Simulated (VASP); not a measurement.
The system is K.

```
K
1.0
     4.31044    0.00000    0.00000
     0.00000    4.31044    0.00000
     0.00000    0.00000    4.31044
K
1
Direct
  0.00000 0.00000 0.00000
```

This isn't the form of K at room conditions, which is bcc.

| Property | Result |
| --- | --- |
| Program | VASP 6.6.1 |
| Task | relaxation of cell and atoms |
| Functional | PBEsol |
| Dispersion | D3(BJ) |
| Potentials or basis | VASP PAW PBE potentials, release 64 (K_sv) |
| Cutoff | 600 eV |
| k mesh | 6 × 6 × 6 |
| Occupations | fermi-dirac, width 0.05 eV |
| Spin | no spin polarisation |

At the start: pressure -0.4 GPa; volume 80.09 Å³/atom.

Question: Where does the relaxation end?

Answer: Over 5 steps the energy falls by 14.4 meV/atom and the volume is 69.43 Å³/atom (-13.3 %); space group Pm-3m (No. 221, to 0.1 Å) before and after.

Step by step:
```csv
step,energy change (eV),largest force (eV/Å),pressure (GPa),volume (Å³)
1,0.0000,0.0000,-0.38,80.09
2,-0.0047,0.0000,-0.32,77.93
3,-0.0135,0.0000,-0.12,71.70
4,0.0007,0.0000,0.60,60.26
5,-0.0144,0.0000,0.00,69.43
```

Final structure:
```
K
1.0
     4.11013    0.00000    0.00000
     0.00000    4.11013    0.00000
     0.00000    0.00000    4.11013
K
1
Cartesian
  0.0000 0.0000 0.0000
```

Caveat: the PAW data sets were made with another functional, which shifts forces and pressure a little.
